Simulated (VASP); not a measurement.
Wanted: the native input for a VASP 6.6.1 run.

* Task: single point
* Functional: PBE
* Potentials or basis: VASP PAW PBE potentials, release 64 (Ag)
* Cutoff: 520 eV
* k mesh: 4 × 4 × 6
* Occupations: gaussian, width 0.1 eV
* Spin: no spin polarisation
* Dipole correction: no
* Further INCAR settings: ALGO = Normal; EDIFF = 1e-06; NBANDS = 30

The structure of Ag lies in POSCAR:

```
Ag
1.0
    4.9157978837      0.0000000000      0.0000000000
    0.0000000000      4.7683189486      0.0000000000
    0.0000000000      0.0000000000      3.0450914932
Ag
4
Direct
    0.1742887139      0.2500000000      0.5000015543
    0.8257112861      0.7500000000      0.4999984457
    0.3257112861      0.7500000000      0.0000015543
    0.6742887139      0.2500000000      0.9999984457
```

One way to write it, as run:

INCAR

```
PREC = Accurate
ENCUT = 520
EDIFF = 1E-6
ISMEAR = 0
SIGMA = 0.1
LREAL = False
LASPH = True
NELM = 100
ALGO = Normal
ISIF = 2
LWAVE = False
LCHARG = False
GGA = PE
NBANDS = 30
```

KPOINTS

```
Automatic mesh
0
Gamma
  4 4 6
```

Potentials or basis: VASP PAW PBE potentials, release 64 (Ag).

Run with:

```sh
$ cat potpaw_PBE.64/Ag/POTCAR > POTCAR
$ mpirun -np 1 vasp_std > vasp.out
```

It gave:

```
Pressure               : 0.0 GPa
Band gap on the k mesh : zero (band 22 reaches 10.10 eV, above the bottom of band 23 at 5.67 eV)
```

Wall time 39 s on 1 thread of AMD EPYC 7R43 64-Core Processor (Zen 3), with other jobs on the host, peak memory 0.17 GiB.
